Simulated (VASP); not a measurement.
# TePb (R3m) in VASP: single point with PBEsol

Aim: the single point of TePb with PBEsol.

Program: VASP 6.6.1. These are calculated values, not measurements. Logs are shortened: lines on timing, memory, paths and dates and some standing lists are left out, and cuts for length are marked.

## (1) The cell of the first run

It takes space group R3m (No. 160, trigonal). The conventional cell has a = 4.795 Å, b = 4.795 Å, c = 10.747 Å, α = 90.00°, β = 90.00°, γ = 120.00°. Pb (site symmetry 3m) has 6 Te at 3.23 to 3.37 Å within 4.3 Å. Te (site symmetry 3m) has 6 Pb at 3.23 to 3.37 Å within 4.3 Å.

## (2) Single point, PBEsol (S replaced by Te, lengths x 1.079, strained)

The input, INCAR:

```
PREC = Accurate
ENCUT = 520
EDIFF = 1E-7
ISMEAR = 0
SIGMA = 0.1
LREAL = False
LASPH = True
NELM = 100
ALGO = Normal
ISIF = 2
LWAVE = False
LCHARG = False
GGA = PS
NBANDS = 17
```

The input, KPOINTS:

```
regular mesh
0
Gamma
  6 6 6
```

The input, POSCAR:

```
TePb
1.0
    2.3976828661      1.3843028481      3.5824377987
   -2.3976828661      1.3843028481      3.5824377987
    0.0000000000     -2.7686056964      3.5824377987
Pb Te
1 1
Direct
    0.9834627217      0.9834627217      0.9834627217
    0.4721386083      0.4721386083      0.4721386083
```

Potentials or basis: VASP PAW PBE potentials, release 64 (Pb_d, Te).

Run with:

```
$ cat potpaw_PBE.64/Pb_d/POTCAR potpaw_PBE.64/Te/POTCAR > POTCAR
$ mpirun -np 1 vasp_std > vasp.out
```

OUTCAR:

```text
PREC = Accurate
   ENCUT = 520
   EDIFF = 1E-7
   ISMEAR = 0
   LREAL = False
   LASPH = True
   NELM = 100
   ISIF = 2
   GGA = PS

 ion  position               nearest neighbor table
   1  0.983  0.983  0.983-   2 3.23   2 3.23   2 3.23   2 3.37   2 3.37   2 3.37
   2  0.472  0.472  0.472-   1 3.23   1 3.23   1 3.23   1 3.37   1 3.37   1 3.37

  LATTYP: Found a trigonal (rhomboedric) cell.
 ALAT       =     4.5275863419
 COS(alpha) =     0.4391070349

  Lattice vectors:

 A1 = (   2.3976828661,   1.3843028481,   3.5824377987)
 A2 = (  -2.3976828661,   1.3843028481,   3.5824377987)
 A3 = (   0.0000000000,  -2.7686056964,   3.5824377987)

Analysis of symmetry for initial positions (statically):
=====================================================================
 Subroutine PRICEL returns:
 Original cell was already a primitive cell.

 Routine SETGRP: Setting up the symmetry group for a
 trigonal (rhombohedral) supercell.

 Subroutine GETGRP returns: Found  6 space group operations
 (whereof  6 operations were pure point group operations)
 out of a pool of 12 trial point group operations.

The static configuration has the point symmetry C_3v.

Analysis of symmetry for dynamics (positions and initial velocities):
=====================================================================
 Subroutine PRICEL returns:
 Original cell was already a primitive cell.

 Routine SETGRP: Setting up the symmetry group for a
 trigonal (rhombohedral) supercell.

 Subroutine GETGRP returns: Found  6 space group operations
 (whereof  6 operations were pure point group operations)
 out of a pool of 12 trial point group operations.

The dynamic configuration has the point symmetry C_3v.

 Subroutine INISYM returns: Found  6 space group operations
 (whereof  6 operations are pure point group operations),
 and found     1 'primitive' translations

----------------------------------------------------------------------------------------

                                     Primitive cell

  volume of cell :      71.3432

  direct lattice vectors                    reciprocal lattice vectors
     2.397682866  1.384302848  3.582437799     0.208534668  0.120397547  0.093046510
    -2.397682866  1.384302848  3.582437799    -0.208534668  0.120397547  0.093046510
     0.000000000 -2.768605696  3.582437799     0.000000000 -0.240795093  0.093046510

  length of vectors
     4.527586342  4.527586342  4.527586342     0.258147109  0.258147109  0.258147109

  position of ions in fractional coordinates (direct lattice)
     0.983462722  0.983462722  0.983462722
     0.472138608  0.472138608  0.472138608

  ion indices of the primitive-cell ions
   primitive index   ion index
                 1           1
                 2           2

----------------------------------------------------------------------------------------

 KPOINTS: regular mesh

Automatic generation of k-mesh.
 Grid dimensions read from file:
 generate k-points for:    6    6    6

 Generating k-lattice:

  Cartesian coordinates                     Fractional coordinates (reciprocal lattice)
     0.034755778  0.020066258  0.015507752     0.166666667  0.000000000  0.000000000
    -0.034755778  0.020066258  0.015507752     0.000000000  0.166666667  0.000000000
     0.000000000 -0.040132516  0.015507752    -0.000000000 -0.000000000  0.166666667

  Length of vectors
     0.043024518  0.043024518  0.043024518

  Shift w.r.t. Gamma in fractional coordinates (k-lattice)
     0.000000000  0.000000000  0.000000000

 Subroutine IBZKPT returns following result:
 ===========================================

 Found     32 irreducible k-points:

 Following reciprocal coordinates:
            Coordinates               Weight
  0.000000  0.000000  0.000000      1.000000
  0.166667 -0.000000 -0.000000      6.000000
  0.333333  0.000000  0.000000      6.000000
  0.500000  0.000000 -0.000000      3.000000
  0.166667  0.166667 -0.000000      6.000000
  0.333333  0.166667 -0.000000     12.000000
[... 16 lines left out ...]
  0.500000  0.500000  0.166667      6.000000
 -0.333333  0.500000  0.166667     12.000000
 [... further k-points ...]
   k-points           NKPTS =     32   k-points in BZ     NKDIM =     32   number of bands    NBANDS=     17
   number of dos      NEDOS =    301   number of ions     NIONS =      2
   total plane-waves  NPLWV =  46656
   dimension x,y,z NGX =    36 NGY =   36 NGZ =   36
   dimension x,y,z NGXF=    72 NGYF=   72 NGZF=   72
   ions per type =               1   1
   NGX,Y,Z   is equivalent  to a cutoff of  13.22, 13.22, 13.22 a.u.
   NGXF,Y,Z  is equivalent  to a cutoff of  26.44, 26.44, 26.44 a.u.
 SYSTEM =  unknown system
   PREC   = accura    normal or accurate (medium, high low for compatibility)
   ISTART =      0    job   : 0-new  1-cont  2-samecut
   ICHARG =      2    charge: 1-file 2-atom 10-const
   ISPIN  =      1    spin polarized calculation?
   LNONCOLLINEAR =      F non collinear calculations
   LSORBIT =      F    spin-orbit coupling
   LASPH  =      T    aspherical Exc in radial PAW
   ENCUT  =  520.0 eV  38.22 Ry    6.18 a.u.   8.42  8.42  8.42*2*pi/ulx,y,z
   NELM   =    100;   NELMIN=  2; NELMDL= -5     # of ELM steps
   EDIFF  = 0.1E-06   stopping-criterion for ELM
   LREAL  =      F    real-space projection
   EDIFFG = 0.1E-05   stopping-criterion for IOM
   NSW    =      0    number of steps for IOM
   IBRION =     -1    ionic relax: 0-MD 1-quasi-New 2-CG
   NFREE  =      0    steps in history (QN), initial steepest desc. (CG)
   ISIF   =      2    stress and relaxation
   ISYM   =      2    0-nonsym 1-usesym 2-fastsym
   POTIM  = 0.5000    time-step for ionic-motion
   TEBEG  =    0.0;   TEEND  =   0.0 temperature during run
   PSTRESS=    0.0 pullay stress
   NELECT =      20.0000    total number of electrons
   NUPDOWN=      -1.0000    fix difference up-down
   EMIN   =  10.00;   EMAX   =-10.00  energy-range for DOS
   EFERMI =   0.00;   METHOD = LEGACY
   ISMEAR =     0;   SIGMA  =   0.10  broadening in eV -4-tet -1-fermi 0-gaus
   EFERMI_NEDOS =   21; number of points for ismear=-14 and -15
   IALGO  =     38    algorithm
   IMIX   =      4    mixing-type and parameters
     AMIX     =   0.40;   BMIX     =  1.00
     AMIX_MAG =   1.60;   BMIX_MAG =  1.00
  volume/ion in A,a.u.               =      35.67       240.72
  Fermi-wavevector in a.u.,A,eV,Ry     =   1.071438  2.024725 15.619222  1.147980
  Thomas-Fermi vector in A             =   2.207179
   LORBIT       =      0    0 simple, 1 ext, 2 COOP (PROOUT), +10 PAW based schemes
   GGA     = PS    functional components
   LHFCALC =     F    Hartree Fock is set to
   AEXX    =    0.0000 exact exchange contribution
   IVDW    =     0    specifies the selected vdW correction
   LEPSILON=     F    determine dielectric tensor
   LRPA    =     F    only Hartree local field effects (RPA)
 non-spin polarized calculation
 Gauss-broadening in eV      SIGMA  =   0.10
  energy-cutoff  :      520.00
  volume of cell :       71.34
 maximum number of plane-waves:      1944
 NGX is ok and might be reduce to    36
   NGX = 17   NGY = 17   NGZ = 17

 number of electron      19.9999999 magnetization

 Free energy of the ion-electron system (eV)
  ---------------------------------------------------
  ext. energy  EPLUGINS =         0.00000000
  ---------------------------------------------------
  free energy    TOTEN  =        -8.18947278 eV

  energy without entropy =       -8.18943764  energy(sigma->0) =       -8.18945521

 E-fermi :   5.0707     XC(G=0):  -9.2251

 val. band max:        4.8773908436   @ k =   0.5000   0.0000  -0.0000
 cond. band min:       5.2369512287   @ k =   0.5000   0.5000   0.5000
 fundamental gap:      0.3595603851
 Fermi energy:         5.0707438733

 k-point     1 :       0.0000    0.0000    0.0000
  band No.  band energies     occupation
      1     -11.7986      2.00000
      2     -11.7986      2.00000
      3     -11.7916      2.00000
      4     -11.7780      2.00000
      5     -11.7780      2.00000
      6      -6.8224      2.00000
[... 9 lines left out ...]
     16      11.4802      0.00000
     17      12.0433      0.00000

 k-point     2 :       0.1667   -0.0000   -0.0000
  band No.  band energies     occupation
      1     -11.8017      2.00000
      2     -11.7982      2.00000
      3     -11.7892      2.00000
      4     -11.7783      2.00000
      5     -11.7756      2.00000
      6      -6.6104      2.00000
[... 9 lines left out ...]
     16      11.7608      0.00000
     17      13.4813      0.00000

 k-point     3 :       0.3333    0.0000    0.0000
  band No.  band energies     occupation
      1     -11.8082      2.00000
      2     -11.8005      2.00000
      3     -11.7838      2.00000
      4     -11.7764      2.00000
      5     -11.7707      2.00000
      6      -6.0368      2.00000
[... 9 lines left out ...]
     16      13.1735      0.00000
     17      15.0346      0.00000

 k-point     4 :       0.5000    0.0000   -0.0000
  band No.  band energies     occupation
      1     -11.8115      2.00000
      2     -11.8021      2.00000
      3     -11.7827      2.00000
      4     -11.7734      2.00000
      5     -11.7681      2.00000
      6      -5.5603      2.00000
[... 9 lines left out ...]
     16      13.3007      0.00000
     17      14.4497      0.00000
[... 343 lines left out ...]
      1     -11.8188      2.00000
      2     -11.7961      2.00000
      3     -11.7869      2.00000
      4     -11.7743      2.00000
      5     -11.7667      2.00000
      6      -5.6327      2.00000
[... 9 lines left out ...]
     16      13.9689      0.00000
     17      14.2306      0.00000

 k-point    23 :       0.5000    0.5000    0.1667
  band No.  band energies     occupation
      1     -11.8301      2.00000
      2     -11.7934      2.00000
      3     -11.7881      2.00000
      4     -11.7698      2.00000
      5     -11.7619      2.00000
      6      -5.3638      2.00000
[... 9 lines left out ...]
     16      15.0709      0.00000
     17      15.8109      0.00000

 k-point    24 :      -0.3333    0.5000    0.1667
  band No.  band energies     occupation
      1     -11.8300      2.00000
      2     -11.7915      2.00000
      3     -11.7895      2.00000
      4     -11.7717      2.00000
      5     -11.7618      2.00000
      6      -5.2250      2.00000
[... 9 lines left out ...]
     16      14.9742      0.00000
     17      15.7616      0.00000

 [... further k-points ...]

------------------------ aborting loop because EDIFF is reached ----------------------------------------

  FORCE on cell =-STRESS in cart. coord.  units (eV):
  Direction    XX          YY          ZZ          XY          YZ          ZX
  --------------------------------------------------------------------------------------
  -------------------------------------------------------------------------------------
  Total       -1.4677173     -1.4677173     -0.3982445     -0.0000000      0.0000000      0.0000000
  in kB      -32.9609882    -32.9609882     -8.9435022     -0.0000000      0.0000000      0.0000000
  external PRESSURE =     -24.9551595 kB  Pullay stress =       0.0000000 kB

 VOLUME and BASIS-vectors are now :
 -----------------------------------------------------------------------------
  energy-cutoff  :      520.00
  volume of cell :       71.34
      direct lattice vectors                 reciprocal lattice vectors
     2.397682866  1.384302848  3.582437799     0.208534668  0.120397547  0.093046510
    -2.397682866  1.384302848  3.582437799    -0.208534668  0.120397547  0.093046510
     0.000000000 -2.768605696  3.582437799     0.000000000 -0.240795093  0.093046510

 POSITION                                       TOTAL-FORCE (eV/Angst)
 -----------------------------------------------------------------------------------
      0.00000     -0.00000     10.56958         0.000000      0.000000     -0.037023
      0.00000     -0.00000      5.07422         0.000000     -0.000000      0.037023
 -----------------------------------------------------------------------------------
    total drift:                                0.000000      0.000000     -0.000098

  FREE ENERGIE OF THE ION-ELECTRON SYSTEM (eV)
  ---------------------------------------------------
  free  energy   TOTEN  =        -8.1894727762 eV

  energy  without entropy=       -8.1894376446  energy(sigma->0) =       -8.18945521
```

It took 43 s on 1 thread of Intel Xeon 8259CL, shared host; peak memory 0.22 GiB.

Results:

```
Free energy            : -8.1895 eV
Pressure               : -2.5 GPa
Largest force          : 0.037 eV/Å
Band gap on the k mesh : 0.36 eV (least direct gap 0.67 eV)
```

Forces on the atoms (eV/Å):
```
Pb   0.000  0.000 -0.037
Te   0.000  0.000  0.037
```

Stress tensor (GPa, compression positive):
```
-3.30  0.00  0.00
 0.00 -3.30  0.00
 0.00  0.00 -0.89
```

Levels at points of the mesh, in eV from the valence-band top:
| k point | band 7 | band 8 | band 9 | band 10 | band 11 | band 12 | band 13 | band 14 |
| --- | --- | --- | --- | --- | --- | --- | --- | --- |
| (0.00, 0.00, 0.00) | -5.91 | -1.46 | -1.46 | -0.77 | 3.69 | 3.97 | 3.97 | 5.47 |
| (0.50, 0.00, 0.00) | -8.50 | -0.88 | -0.67 | 0.00 | 0.67 | 1.31 | 1.72 | 7.88 |
| (0.50, 0.50, 0.00) | -7.36 | -4.18 | -2.86 | -2.28 | 3.29 | 4.99 | 5.18 | 6.20 |
| (0.50, 0.50, 0.50) | -8.20 | -1.07 | -1.07 | -0.58 | 0.36 | 0.92 | 0.92 | 8.28 |

Caveat: the cell differs from its parent crystal (S replaced by Te, lengths x 1.079, strained); the PAW data sets were made with another functional, which shifts forces and pressure a little; spin-orbit coupling is left out, which moves the levels of the heavy elements. A k mesh can miss the band edges.
